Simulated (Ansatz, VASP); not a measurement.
# One calculation of CaO, two programs

INCAR

```
PREC = Accurate
ENCUT = 520
EDIFF = 1E-6
ISMEAR = 0
SIGMA = 0.01
LREAL = F
LASPH = T
NELM = 60
ALGO = Normal
ISIF = 2
LWAVE = F
LCHARG = F
NBANDS = 15
```

The input KPOINTS:

```
Automatic mesh
0
Gamma
  8 8 8
```

POSCAR

```
CaO
1.0
    2.3019540576      2.3019540576      0.0000000000
   -2.3019540576      2.3019540576      0.0000000000
    0.0000000000      2.3019540576      2.3019540576
Ca O
1 1
Direct
    0.0000000000      0.0000000000      0.0000000000
    0.5000000000      0.5000000000      0.0000000000
```

Input for Ansatz:

```yaml
crystal:
  lattice:
    - [2.30195405758, 2.30195405758, 0.0]
    - [-2.30195405758, 2.30195405758, 0.0]
    - [0.0, 2.30195405758, 2.30195405758]
  atoms:
    - { symbol: Ca, position: [0.0, 0.0, 0.0] }
    - { symbol: O, position: [0.5, 0.5, 0.0] }
kpoints:
  mp_grid: { grid: [8, 8, 8] }
scf:
  occupations: { method: fixed }
  convergence: { dr2_threshold: 1.0e-10 }
hamiltonian:
  xc: lda
  pseudopotentials: { kind: all_electron, lapw: { basis_error: 0.0005 } }
output:
  forces: true
  stress: true
  eigenstates:
    kpoints:
      - [0.0, 0.0, 0.0]
      - [-0.5, 0.5, 0.0]
      - [-0.5, -0.5, -0.5]
      - [0.0, 0.0, -0.5]
      - [0.0, -0.5, -0.5]
      - [0.0, 0.5, 0.0]
      - [-0.5, 0.0, 0.0]
      - [-0.5, 0.0, -0.5]
  eigenvalues: true
```

Alike in both runs: task single point; functional LDA; k mesh 8 × 8 × 8; no spin polarisation.

```csv
,VASP,Ansatz
version,VASP 6.6.1,Ansatz 0.2.0
potentials or method,"VASP PAW LDA potentials, release 64 (Ca_sv, O), cutoff 520 eV","all-electron LAPW, scalar-relativistic"
occupations,"gaussian, width 0.01 eV",fixed
```

|  | VASP | Ansatz | Ansatz less VASP |
| --- | --- | --- | --- |
| gap on the k mesh at the Fermi level (eV) | 3.35 | 3.38 | +0.030 |
| pressure (GPa) | 11.3 | 10.0 | -1.27 |

LDA's correlation is that of Perdew and Zunger in VASP and of Perdew and Wang (1992) in Ansatz. Ansatz ran all-electron here, and VASP with PAW potentials.
